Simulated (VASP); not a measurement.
# BN (Fm-3m) in VASP: settings compared, part 2 of 2

VASP 6.6.1. Earlier steps stand in the parts before.

## Step 4: Single point, PBE

Contents of INCAR:

```
PREC = Accurate
ENCUT = 600
EDIFF = 1E-6
ISMEAR = 1
SIGMA = 0.05
LREAL = F
LASPH = T
NELM = 120
ALGO = Normal
ISIF = 2
LWAVE = F
LCHARG = F
GGA = PE
NBANDS = 11
GGA_COMPAT = F
```

Contents of KPOINTS:

```
Automatic mesh
0
Gamma
  8 8 8
```

Contents of POSCAR:

```
BN
1.0
    0.0000000000      1.7458259350      1.7458259350
    1.7458259350      0.0000000000      1.7458259350
    1.7458259350      1.7458259350      0.0000000000
B N
1 1
Direct
    0.0000000000      0.0000000000      0.0000000000
    0.5000000000      0.5000000000      0.5000000000
```

Potentials or basis: VASP PAW PBE potentials, release 64 (B, N).

The run is started by

```sh
> cat potpaw_PBE.64/B/POTCAR potpaw_PBE.64/N/POTCAR > POTCAR
> mpirun -np 1 vasp_std > vasp.out
```

OUTCAR:

```text
PREC = Accurate
   ENCUT = 600
   EDIFF = 1E-6
   ISMEAR = 1
   LREAL = F
   LASPH = T
   NELM = 120
   ISIF = 2
   GGA = PE

 ion  position               nearest neighbor table
   1  0.000  0.000  0.000-   2 1.75   2 1.75   2 1.75   2 1.75   2 1.75   2 1.75
   2  0.500  0.500  0.500-   1 1.75   1 1.75   1 1.75   1 1.75   1 1.75   1 1.75

  LATTYP: Found a face centered cubic cell.
 ALAT       =     3.4916518700

  Lattice vectors:

 A1 = (   0.0000000000,   1.7458259350,   1.7458259350)
 A2 = (   1.7458259350,   0.0000000000,   1.7458259350)
 A3 = (   1.7458259350,   1.7458259350,   0.0000000000)

Analysis of symmetry for initial positions (statically):
=====================================================================
 Subroutine PRICEL returns:
 Original cell was already a primitive cell.

 Routine SETGRP: Setting up the symmetry group for a
 face centered cubic supercell.

 Subroutine GETGRP returns: Found 48 space group operations
 (whereof 48 operations were pure point group operations)
 out of a pool of 48 trial point group operations.

The static configuration has the point symmetry O_h .

Analysis of symmetry for dynamics (positions and initial velocities):
=====================================================================
 Subroutine PRICEL returns:
 Original cell was already a primitive cell.

 Routine SETGRP: Setting up the symmetry group for a
 face centered cubic supercell.

 Subroutine GETGRP returns: Found 48 space group operations
 (whereof 48 operations were pure point group operations)
 out of a pool of 48 trial point group operations.

The dynamic configuration has the point symmetry O_h .

 Subroutine INISYM returns: Found 48 space group operations
 (whereof 48 operations are pure point group operations),
 and found     1 'primitive' translations

----------------------------------------------------------------------------------------

                                     Primitive cell
[... 117 lines left out ...]
   LHFCALC =     F    Hartree Fock is set to
   AEXX    =    0.0000 exact exchange contribution
   IVDW    =     0    specifies the selected vdW correction
   LEPSILON=     F    determine dielectric tensor
   LRPA    =     F    only Hartree local field effects (RPA)
 non-spin polarized calculation
 Methfessel and Paxton  Order N= 1 SIGMA  =   0.05
  energy-cutoff  :      600.00
  volume of cell :       10.64
 maximum number of plane-waves:       363
   NGX =  9   NGY =  9   NGZ =  9

 number of electron       8.0000001 magnetization

 Free energy of the ion-electron system (eV)
  ---------------------------------------------------
  ext. energy  EPLUGINS =         0.00000000
  ---------------------------------------------------
  free energy    TOTEN  =       -13.94428236 eV

  energy without entropy =      -13.94443248  energy(sigma->0) =      -13.94433240

 E-fermi :  10.3616     XC(G=0): -13.7603

 val. band max:       10.3199015874   @ k =  -0.2500   0.1250   0.0000
 cond. band min:      11.6525233495   @ k =   0.5000   0.5000   0.0000
 fundamental gap:      1.3326217621
 Fermi energy:        10.3615731485

 k-point     1 :       0.0000    0.0000    0.0000
  band No.  band energies     occupation
      1     -12.1043      2.00000
      2       9.5265      2.00000
      3       9.5265      2.00000
      4       9.5265      2.00000
      5      19.6302      0.00000
      6      22.4952      0.00000
      7      22.4952      0.00000
      8      22.4952      0.00000
      9      28.9931      0.00000
     10      28.9931      0.00000
     11      28.9931      0.00000
[... 309 lines left out ...]
 k-point    24 :      -0.3750    0.2500    0.1250
  band No.  band energies     occupation
      1      -5.8193      2.00000
      2      -1.1659      2.00000
      3       4.8869      2.00000
      4       6.8761      2.00000
      5      16.5404      0.00000
      6      17.0972      0.00000
      7      21.9478      0.00000
      8      25.1182      0.00000
      9      31.4065      0.00000
     10      33.1871      0.00000
     11      43.1018      0.00000

 [... further k-points ...]

------------------------ aborting loop because EDIFF is reached ----------------------------------------

  FORCE on cell =-STRESS in cart. coord.  units (eV):
  Direction    XX          YY          ZZ          XY          YZ          ZX
  --------------------------------------------------------------------------------------
  -------------------------------------------------------------------------------------
  Total        0.2392646      0.2392646      0.2392646      0.0000000      0.0000000     -0.0000000
  in kB       36.0210337     36.0210337     36.0210337      0.0000000      0.0000000     -0.0000000
  external PRESSURE =      36.0210337 kB  Pullay stress =       0.0000000 kB

 VOLUME and BASIS-vectors are now :
 -----------------------------------------------------------------------------
  energy-cutoff  :      600.00
  volume of cell :       10.64
      direct lattice vectors                 reciprocal lattice vectors
     0.000000000  1.745825935  1.745825935    -0.286397395  0.286397395  0.286397395
     1.745825935  0.000000000  1.745825935     0.286397395 -0.286397395  0.286397395
     1.745825935  1.745825935  0.000000000     0.286397395  0.286397395 -0.286397395

 POSITION                                       TOTAL-FORCE (eV/Angst)
 -----------------------------------------------------------------------------------
      0.00000      0.00000      0.00000        -0.000000     -0.000000     -0.000000
      1.74583      1.74583      1.74583         0.000000      0.000000      0.000000
 -----------------------------------------------------------------------------------
    total drift:                                0.000000      0.000000      0.000000

  FREE ENERGIE OF THE ION-ELECTRON SYSTEM (eV)
  ---------------------------------------------------
  free  energy   TOTEN  =       -13.9442823565 eV

  energy  without entropy=      -13.9444324815  energy(sigma->0) =      -13.94433240
```

stdout:

```text
POSCAR found type information on POSCAR B N
 POSCAR found :  2 types and       2 ions
 scaLAPACK will be used
 LDA part: xc-table for (Slater+PW92), standard interpolation
 POSCAR, INCAR and KPOINTS ok, starting setup
 FFT: planning ... GRIDC
 FFT: planning ... GRID_SOFT
 FFT: planning ... GRID
 WAVECAR not read
 entering main loop
```

It took 2.1 s on 1 thread of Intel Xeon 6975P-C (Granite Rapids), shared host; peak memory 0.12 GiB.

Results:

| Quantity | Value |
| --- | --- |
| Free energy | -13.9443 eV |
| Pressure | 3.6 GPa |
| Band gap on the k mesh | 1.33 eV, indirect (least direct gap 5.85 eV) |

Levels at points of the mesh, in eV from the valence-band top:
| k point | band 1 | band 2 | band 3 | band 4 | band 5 | band 6 | band 7 | band 8 |
| --- | --- | --- | --- | --- | --- | --- | --- | --- |
| (0.00, 0.00, 0.00) | -22.42 | -0.79 | -0.79 | -0.79 | 9.31 | 12.18 | 12.18 | 12.18 |
| (0.50, 0.00, 0.00) | -17.23 | -12.51 | -0.55 | -0.55 | 5.30 | 5.30 | 7.35 | 13.81 |
| (0.50, 0.50, 0.00) | -14.40 | -11.82 | -5.56 | -5.56 | 1.33 | 8.91 | 14.74 | 14.74 |

## Step 5: Single point, PBEsol

Contents of INCAR:

```
PREC = Accurate ; ENCUT = 600
EDIFF = 1E-6 ; ISMEAR = 0
SIGMA = 0.01 ; LREAL = F
LASPH = T ; NELM = 120
ALGO = Normal ; ISIF = 2
LWAVE = F ; LCHARG = T
GGA = PS ; LELF = T
LVHAR = T ; NBANDS = 11
GGA_COMPAT = F
```

KPOINTS is that of step 4.

POSCAR is that of step 4.

The run is started by

```sh
> cat potpaw_PBE.64/B/POTCAR potpaw_PBE.64/N/POTCAR > POTCAR
> mpirun -np 1 vasp_std > vasp.out
```

Wall time 2.3 s (1 thread of Intel Xeon 6975P-C (Granite Rapids), shared host); peak memory 0.12 GiB.

Results (log left out):

- Free energy: -14.9837 eV
- Pressure: -3.0 GPa
- Band gap on the k mesh: 1.37 eV, indirect (least direct gap 5.83 eV)

Levels at points of the mesh, in eV from the valence-band top:
| k point | band 1 | band 2 | band 3 | band 4 | band 5 | band 6 | band 7 | band 8 |
| --- | --- | --- | --- | --- | --- | --- | --- | --- |
| (0.00, 0.00, 0.00) | -22.44 | -0.79 | -0.79 | -0.79 | 9.39 | 12.17 | 12.17 | 12.17 |
| (0.50, 0.00, 0.00) | -17.21 | -12.56 | -0.56 | -0.56 | 5.27 | 5.27 | 7.32 | 13.85 |
| (0.50, 0.50, 0.00) | -14.34 | -11.90 | -5.58 | -5.58 | 1.37 | 8.69 | 14.75 | 14.75 |

Caveat: the PAW data sets were made with another functional, which shifts forces and pressure a little. A k mesh can miss the band edges.

## Step 6: Overview

```tsv
level	k mesh	smearing	gap on the mesh (eV)	pressure (GPa)
PBE	4 × 4 × 4	gaussian 0.01 eV	1.81	3.4
PBE	8 × 8 × 8	methfessel-paxton 0.2 eV	1.33	3.6
PBE	8 × 8 × 8	methfessel-paxton 0.05 eV	1.33	3.6
PBEsol	8 × 8 × 8	gaussian 0.01 eV	1.37	-3.0
```

Alike in all rows: task single point; potentials or basis VASP PAW PBE potentials, release 64 (B, N); no spin polarisation; cell as given; cutoff (eV) 600.

Caveats: some runs use coarse meshes; the PAW data sets were made with another functional, which shifts forces and pressure a little (some runs).

Absolute energies hang on the potentials; compare differences alone.
